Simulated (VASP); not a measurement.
Crystal: Rb.

```xyz
2
Lattice="0.0000 4.5929 4.5929 4.5929 0.0000 4.5929 4.5929 4.5929 0.0000" Properties=species:S:1:pos:R:3 pbc="T T T"
Rb   -1.1482   -1.1482   -1.1482
Rb    1.1482    1.1482    1.1482
```

| Property | Result |
| --- | --- |
| Program | VASP 6.6.1 |
| Task | relaxation of cell and atoms |
| Functional | LDA |
| Potentials or basis | VASP PAW LDA potentials, release 64 (Rb_sv) |
| Cutoff | 600 eV |
| k mesh | 7 × 7 × 7 |
| Occupations | fermi-dirac, width 0.08 eV |
| Spin | no spin polarisation |

At the start: pressure 0.4 GPa; volume 96.89 Å³/atom.

How do energy, volume and symmetry change on relaxing?

Over 6 steps the energy falls by 22.0 meV/atom and the volume is 119.19 Å³/atom (+23.0 %); space group Fd-3m (No. 227, to 0.05 Å).

The path:
```
step  energy change (eV)  largest force (eV/Å)  pressure (GPa)  volume (Å³)
   1              0.0000                0.0000            0.36       193.78
   2             -0.0125                0.0000            0.29       199.93
   3             -0.0371                0.0000            0.13       219.18
   4             -0.0363                0.0000           -0.10       261.31
   5             -0.0441                0.0000           -0.01       239.99
   6             -0.0441                0.0000            0.00       238.38
```

Final structure:
```cif
data_structure
_symmetry_space_group_name_H-M 'P 1'
_symmetry_Int_Tables_number 1
_cell_length_a 6.9598
_cell_length_b 6.9598
_cell_length_c 6.9598
_cell_angle_alpha 60.000
_cell_angle_beta 60.000
_cell_angle_gamma 60.000
_cell_volume 238.38
loop_
_atom_site_label
_atom_site_type_symbol
_atom_site_fract_x
_atom_site_fract_y
_atom_site_fract_z
_atom_site_occupancy
Rb1 Rb 0.87500 0.87500 0.87500 1
Rb2 Rb 0.12500 0.12500 0.12500 1
```

Caveat: the volume moved by over 15 % at a fixed basis, so the end points are rough.
